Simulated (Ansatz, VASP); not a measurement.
## Two plane-wave programs on LiTlTe2

```
Li Te Tl
1.0
     4.59800    0.00000    0.00000
     0.00000    4.59800    0.00000
     0.00000    0.00000    6.47346
Li Te Tl
1 2 1
Direct
  0.00000 0.00000 0.00000
  0.00000 0.50000 0.23092
  0.50000 0.00000 0.76908
  0.50000 0.50000 0.50000
```

Alike in both runs: task single point; functional PBEsol; k mesh 4 × 4 × 4; no spin polarisation.

|  | VASP | Ansatz |
| --- | --- | --- |
| version | VASP 6.6.1 | Ansatz 0.2.0 |
| potentials or method | VASP PAW PBE potentials, release 64 (Li_sv, Te, Tl_d) | plane waves, PAW |
| plane-wave cutoff (eV) | 520 | 420 |
| occupations | gaussian, width 0.01 eV | fixed |
| valence electrons in the cell | 28 | 48 |

VASP gave:

| Quantity | Value |
| --- | --- |
| gap on the k mesh at the Fermi level (eV) | 0.09 |

Task: Which values does Ansatz return?

Result: gap on the k mesh at the Fermi level (eV): 0.10.

VASP's potentials were made for PBE, not for PBEsol. VASP's potentials hold 28 valence electrons a cell and Ansatz's 48, so a difference there can come from the potentials and not from the codes.

Spin-orbit coupling is off throughout. Noted on VASP's run: the cutoff is short for stress, so the pressure is rough.
